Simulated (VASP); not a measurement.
# Nd3Si2I (Imm2) in VASP: single point with PBE

Aim: the single point of Nd3Si2I with PBE.

Program: VASP 6.6.1. These are calculated values, not measurements. Logs are shortened: lines on timing, memory, paths and dates and some standing lists are left out, and cuts for length are marked.

### 1 The cell of the first run

The structure is orthorhombic, space group Imm2 (No. 44). The conventional cell has a = 6.462 Å, b = 7.078 Å, c = 7.516 Å, α = 90.00°, β = 90.00°, γ = 90.00°. Within 3.9 Å of Nd (site symmetry m) lie 4 Si at 2.98 to 3.16 Å and 3 I at 3.14 to 3.84 Å and 5 Nd at 3.31 to 3.87 Å. Within 4.1 Å of Nd (site symmetry mm2) lie 6 Si at 2.98 to 4.05 Å and 6 Nd at 3.75 to 3.87 Å and 4 I at 3.85 to 3.94 Å. Within 3.3 Å of Si (site symmetry m) lie 1 Si at 2.46 Å and 5 Nd at 2.98 to 3.16 Å and 1 I at 3.29 Å. Within 4.2 Å of I (site symmetry mm2) lie 10 Nd at 3.14 to 3.94 Å and 6 Si at 3.29 to 4.13 Å.

The cell was generated, and may not be a known phase.

### 2 Single point, PBE

Input file INCAR:

```
SYSTEM = Nd3Si2I
PREC = Accurate
ENCUT = 500
EDIFF = 1E-6
ISMEAR = 0
SIGMA = 0.15
LREAL = .FALSE.
LASPH = .TRUE.
NELM = 200
ALGO = Normal
ISIF = 2
LWAVE = .FALSE.
LCHARG = .TRUE.
GGA = PE
LELF = .TRUE.
LVHAR = .TRUE.
NBANDS = 33
GGA_COMPAT = .FALSE.
LMAXMIX = 6
```

Input file KPOINTS:

```
regular mesh
0
G
  3 3 3
  0 0 0
```

Input file POSCAR:

```
Nd3Si2I
1.0
   -3.5388623276      3.2311595732      3.7580012609
    3.5388623276     -3.2311595732      3.7580012609
    3.5388623276      3.2311595732     -3.7580012609
Nd Si I
3 2 1
Direct
    0.3495591328      0.0833178620      0.7337587293
    0.3495591328      0.6158004035      0.2662412707
    0.8155395301      0.3155395301      0.5000000000
    0.4191066925      0.6096709006      0.8094357919
    0.8002351087      0.6096709006      0.1905642081
    1.0160612732      1.0160612732      0.0000000000
```

Potentials or basis: VASP PAW PBE potentials, release 64 (Nd_3, Si, I), 4f in core.

Command:

```
> cat potpaw_PBE.64/Nd_3/POTCAR potpaw_PBE.64/Si/POTCAR potpaw_PBE.64/I/POTCAR > POTCAR
> mpirun -np 1 vasp_std > vasp.out
```

OUTCAR:

```text
SYSTEM = Nd3Si2I
   PREC = Accurate
   ENCUT = 500
   EDIFF = 1E-6
   ISMEAR = 0
   LREAL = .FALSE.
   LASPH = .TRUE.
   NELM = 200
   ISIF = 2
   GGA = PE

 ion  position               nearest neighbor table
   1  0.350  0.083  0.734-   5 2.98   4 2.98   6 3.14   4 3.16   5 3.16   2 3.31   3 3.75   3 3.75
                             2 3.77
   2  0.350  0.616  0.266-   4 2.98   5 2.98   6 3.14   5 3.16   4 3.16   1 3.31   3 3.75   3 3.75
                             1 3.77
   3  0.816  0.316  0.500-   4 2.98   5 2.98   1 3.75   2 3.75   2 3.75   1 3.75
   4  0.419  0.610  0.809-   5 2.46   3 2.98   2 2.98   1 2.98   1 3.16   2 3.16   6 3.29
   5  0.800  0.610  0.191-   4 2.46   3 2.98   2 2.98   1 2.98   1 3.16   2 3.16   6 3.29
   6  0.016  0.016  0.000-   1 3.14   2 3.14   5 3.29   4 3.29

  LATTYP: Found a body centered orthorhombic cell.
 ALAT       =     6.4623191464
 B/A-ratio  =     1.0952298230
 C/A-ratio  =     1.1630503464

  Lattice vectors:

 A1 = (   3.5388623276,  -3.2311595732,  -3.7580012609)
 A2 = (  -3.5388623276,   3.2311595732,  -3.7580012609)
 A3 = (   3.5388623276,   3.2311595732,   3.7580012609)

Analysis of symmetry for initial positions (statically):
=====================================================================
 Subroutine PRICEL returns:
 Original cell was already a primitive cell.

 Routine SETGRP: Setting up the symmetry group for a
 body centered orthorhombic supercell.

 Subroutine GETGRP returns: Found  4 space group operations
 (whereof  4 operations were pure point group operations)
 out of a pool of  8 trial point group operations.

The static configuration has the point symmetry C_2v.

Analysis of symmetry for dynamics (positions and initial velocities):
=====================================================================
 Subroutine PRICEL returns:
 Original cell was already a primitive cell.

 Routine SETGRP: Setting up the symmetry group for a
 body centered orthorhombic supercell.

 Subroutine GETGRP returns: Found  4 space group operations
 (whereof  4 operations were pure point group operations)
 out of a pool of  8 trial point group operations.

The dynamic configuration has the point symmetry C_2v.

 Subroutine INISYM returns: Found  4 space group operations
 (whereof  4 operations are pure point group operations),
 and found     1 'primitive' translations

----------------------------------------------------------------------------------------

                                     Primitive cell

  volume of cell :     171.8854

  direct lattice vectors                    reciprocal lattice vectors
    -3.538862328  3.231159573  3.758001261     0.000000000  0.154743209  0.133049450
     3.538862328 -3.231159573  3.758001261     0.141288345  0.000000000  0.133049450
     3.538862328  3.231159573 -3.758001261     0.141288345  0.154743209  0.000000000

  length of vectors
     6.089869640  6.089869640  6.089869640     0.204077477  0.194073575  0.209542017

  position of ions in fractional coordinates (direct lattice)
     0.349559133  0.083317862  0.733758729
     0.349559133  0.615800404  0.266241271
     0.815539530  0.315539530  0.500000000
     0.419106693  0.609670901  0.809435792
     0.800235109  0.609670901  0.190564208
     0.016061273  0.016061273  0.000000000

  ion indices of the primitive-cell ions
   primitive index   ion index
                 1           1
                 2           2
                 3           3
                 4           4
                 5           5
                 6           6

----------------------------------------------------------------------------------------

 KPOINTS: regular mesh

Automatic generation of k-mesh.
 Grid dimensions read from file:
 generate k-points for:    3    3    3

 Generating k-lattice:

  Cartesian coordinates                     Fractional coordinates (reciprocal lattice)
     0.000000000  0.051581070  0.044349817     0.333333333  0.000000000  0.000000000
     0.047096115  0.000000000  0.044349817     0.000000000  0.333333333 -0.000000000
     0.047096115  0.051581070  0.000000000     0.000000000 -0.000000000  0.333333333

  Length of vectors
     0.068025826  0.064691192  0.069847339

  Shift w.r.t. Gamma in fractional coordinates (k-lattice)
     0.000000000  0.000000000  0.000000000

 Subroutine IBZKPT returns following result:
 ===========================================

 Found      8 irreducible k-points:

 Following reciprocal coordinates:
            Coordinates               Weight
  0.000000  0.000000  0.000000      1.000000
  0.333333 -0.000000  0.000000      4.000000
  0.000000  0.333333  0.000000      4.000000
  0.333333  0.333333  0.000000      8.000000
 -0.333333  0.333333 -0.000000      4.000000
 -0.333333  0.333333  0.333333      2.000000
  0.333333 -0.333333  0.333333      2.000000
 -0.333333 -0.333333  0.333333      2.000000
   k-points           NKPTS =      8   k-points in BZ     NKDIM =      8   number of bands    NBANDS=     33
   number of dos      NEDOS =    301   number of ions     NIONS =      6
   total plane-waves  NPLWV = 110592
   dimension x,y,z NGX =    48 NGY =   48 NGZ =   48
   dimension x,y,z NGXF=    96 NGYF=   96 NGZF=   96
   ions per type =               3   2   1
   NGX,Y,Z   is equivalent  to a cutoff of  13.10, 13.10, 13.10 a.u.
   NGXF,Y,Z  is equivalent  to a cutoff of  26.21, 26.21, 26.21 a.u.
 SYSTEM =  Nd3Si2I
   PREC   = accura    normal or accurate (medium, high low for compatibility)
   ISTART =      0    job   : 0-new  1-cont  2-samecut
   ICHARG =      2    charge: 1-file 2-atom 10-const
   ISPIN  =      1    spin polarized calculation?
   LNONCOLLINEAR =      F non collinear calculations
   LSORBIT =      F    spin-orbit coupling
   LASPH  =      T    aspherical Exc in radial PAW
   ENCUT  =  500.0 eV  36.75 Ry    6.06 a.u.  11.10 11.10 11.10*2*pi/ulx,y,z
   NELM   =    200;   NELMIN=  2; NELMDL= -5     # of ELM steps
   EDIFF  = 0.1E-05   stopping-criterion for ELM
   LREAL  =      F    real-space projection
   EDIFFG = 0.1E-04   stopping-criterion for IOM
   NSW    =      0    number of steps for IOM
   IBRION =     -1    ionic relax: 0-MD 1-quasi-New 2-CG
   NFREE  =      0    steps in history (QN), initial steepest desc. (CG)
   ISIF   =      2    stress and relaxation
   ISYM   =      2    0-nonsym 1-usesym 2-fastsym
   POTIM  = 0.5000    time-step for ionic-motion
   TEBEG  =    0.0;   TEEND  =   0.0 temperature during run
   PSTRESS=    0.0 pullay stress
   NELECT =      48.0000    total number of electrons
   NUPDOWN=      -1.0000    fix difference up-down
   EMIN   =  10.00;   EMAX   =-10.00  energy-range for DOS
   EFERMI =   0.00;   METHOD = LEGACY
   ISMEAR =     0;   SIGMA  =   0.15  broadening in eV -4-tet -1-fermi 0-gaus
   EFERMI_NEDOS =   21; number of points for ismear=-14 and -15
   IALGO  =     38    algorithm
   IMIX   =      4    mixing-type and parameters
     AMIX     =   0.40;   BMIX     =  1.00
     AMIX_MAG =   1.60;   BMIX_MAG =  1.00
  volume/ion in A,a.u.               =      28.65       193.32
  Fermi-wavevector in a.u.,A,eV,Ry     =   1.070062  2.022124 15.579114  1.145033
  Thomas-Fermi vector in A             =   2.205760
   LORBIT       =      0    0 simple, 1 ext, 2 COOP (PROOUT), +10 PAW based schemes
   GGA     = PE    functional components
   LHFCALC =     F    Hartree Fock is set to
   AEXX    =    0.0000 exact exchange contribution
   IVDW    =     0    specifies the selected vdW correction
   LEPSILON=     F    determine dielectric tensor
   LRPA    =     F    only Hartree local field effects (RPA)
 non-spin polarized calculation
 Gauss-broadening in eV      SIGMA  =   0.15
  energy-cutoff  :      500.00
  volume of cell :      171.89
 maximum number of plane-waves:      4378
 NGX is ok and might be reduce to    48
   NGX = 23   NGY = 23   NGZ = 23

 number of electron      48.0000001 magnetization

 Free energy of the ion-electron system (eV)
  ---------------------------------------------------
  ext. energy  EPLUGINS =         0.00000000
  ---------------------------------------------------
  free energy    TOTEN  =       -28.66489153 eV

  energy without entropy =      -28.61598353  energy(sigma->0) =      -28.64043753

 E-fermi :   5.0852     XC(G=0):  -9.7308

 val. band max:        5.0410632636   @ k =   0.0000   0.0000   0.0000
 cond. band min:       5.1158761657   @ k =  -0.3333   0.3333  -0.0000
 fundamental gap:      0.0748129021
 Fermi energy:         5.0852180701

 k-point     1 :       0.0000    0.0000    0.0000
  band No.  band energies     occupation
      1     -33.2684      2.00000
      2     -33.0151      2.00000
      3     -32.9338      2.00000
      4     -14.6922      2.00000
      5     -14.5247      2.00000
      6     -14.4829      2.00000
[... 25 lines left out ...]
     32       7.8883      0.00000
     33       7.9339      0.00000

 k-point     2 :       0.3333   -0.0000    0.0000
  band No.  band energies     occupation
      1     -33.2656      2.00000
      2     -33.0174      2.00000
      3     -32.9344      2.00000
      4     -14.7528      2.00000
      5     -14.5615      2.00000
      6     -14.4001      2.00000
[... 25 lines left out ...]
     32       7.6642      0.00000
     33       8.2495      0.00000

 k-point     3 :       0.0000    0.3333    0.0000
  band No.  band energies     occupation
      1     -33.2667      2.00000
      2     -33.0060      2.00000
      3     -32.9448      2.00000
      4     -14.5792      2.00000
      5     -14.5134      2.00000
      6     -14.4821      2.00000
[... 25 lines left out ...]
     32       7.6455      0.00000
     33       8.2264      0.00000

 k-point     4 :       0.3333    0.3333    0.0000
  band No.  band energies     occupation
      1     -33.2649      2.00000
      2     -33.0068      2.00000
      3     -32.9458      2.00000
      4     -14.6067      2.00000
      5     -14.5691      2.00000
      6     -14.4159      2.00000
[... 25 lines left out ...]
     32       7.6887      0.00000
     33       8.0206      0.00000

 k-point     5 :      -0.3333    0.3333   -0.0000
  band No.  band energies     occupation
      1     -33.2656      2.00000
      2     -33.0064      2.00000
      3     -32.9456      2.00000
      4     -14.5956      2.00000
      5     -14.5544      2.00000
      6     -14.4353      2.00000
[... 25 lines left out ...]
     32       7.8020      0.00000
     33       7.9587      0.00000

 k-point     6 :      -0.3333    0.3333    0.3333
  band No.  band energies     occupation
      1     -33.2656      2.00000
      2     -33.0064      2.00000
      3     -32.9453      2.00000
      4     -14.5829      2.00000
      5     -14.5070      2.00000
      6     -14.5012      2.00000
[... 25 lines left out ...]
     32       7.3437      0.00000
     33       7.8945      0.00000

 k-point     7 :       0.3333   -0.3333    0.3333
  band No.  band energies     occupation
      1     -33.2645      2.00000
      2     -33.0178      2.00000
      3     -32.9349      2.00000
      4     -14.7608      2.00000
      5     -14.5525      2.00000
      6     -14.4896      2.00000
[... 25 lines left out ...]
     32       7.7481      0.00000
     33       8.0894      0.00000

 k-point     8 :      -0.3333   -0.3333    0.3333
  band No.  band energies     occupation
      1     -33.2658      2.00000
      2     -33.0164      2.00000
      3     -32.9349      2.00000
      4     -14.7147      2.00000
      5     -14.5270      2.00000
      6     -14.5246      2.00000
[... 25 lines left out ...]
     32       7.6462      0.00000
     33       8.3644      0.00000

------------------------ aborting loop because EDIFF is reached ----------------------------------------

  FORCE on cell =-STRESS in cart. coord.  units (eV):
  Direction    XX          YY          ZZ          XY          YZ          ZX
  --------------------------------------------------------------------------------------
  -------------------------------------------------------------------------------------
  Total        0.8786211      0.0587702      0.4318380      0.0000000      0.0000000      0.0000000
  in kB        8.1897988      0.5478085      4.0252458      0.0000000      0.0000000      0.0000000
  external PRESSURE =       4.2542843 kB  Pullay stress =       0.0000000 kB

 VOLUME and BASIS-vectors are now :
 -----------------------------------------------------------------------------
  energy-cutoff  :      500.00
  volume of cell :      171.89
      direct lattice vectors                 reciprocal lattice vectors
    -3.538862328  3.231159573  3.758001261     0.000000000  0.154743209  0.133049450
     3.538862328 -3.231159573  3.758001261     0.141288345  0.000000000  0.133049450
     3.538862328  3.231159573 -3.758001261     0.141288345  0.154743209  0.000000000

 POSITION                                       TOTAL-FORCE (eV/Angst)
 -----------------------------------------------------------------------------------
      1.65448      3.23116     -1.13071        -0.025777     -0.000000     -0.033606
      1.88438      0.00000      2.62729         0.025777     -0.000000     -0.033606
     -0.00000      3.23116      2.37160         0.000000      0.000000     -0.069464
      3.53886      1.99967      0.82429         0.000000     -0.029366      0.079349
      0.00000      1.23149      4.58229         0.000000      0.029366      0.079349
      0.00000      0.00000      0.12072         0.000000      0.000000     -0.022023
 -----------------------------------------------------------------------------------
    total drift:                                0.000000     -0.000000     -0.000687

  FREE ENERGIE OF THE ION-ELECTRON SYSTEM (eV)
  ---------------------------------------------------
  free  energy   TOTEN  =       -28.6648915301 eV

  energy  without entropy=      -28.6159835303  energy(sigma->0) =      -28.64043753
```

Wall time 29 s (1 thread of Intel Xeon 6975P-C (Granite Rapids), shared host); peak memory 0.33 GiB.

What came out:

```
Free energy            : -28.6649 eV
Pressure               : 0.4 GPa
Largest force          : 0.085 eV/Å
Band gap on the k mesh : 0.07 eV
```

Forces on the atoms (eV/Å):
```
Nd  -0.026  0.000 -0.034
Nd   0.026  0.000 -0.034
Nd   0.000  0.000 -0.069
Si   0.000 -0.029  0.079
Si   0.000  0.029  0.079
I    0.000  0.000 -0.022
```

Caveat: the k points lie up to 0.43 Å⁻¹ apart; spin-orbit coupling is left out, which moves the levels of the heavy elements; the 4f electrons are frozen in the core, so they carry no moment and show no levels. A k mesh can miss the band edges.
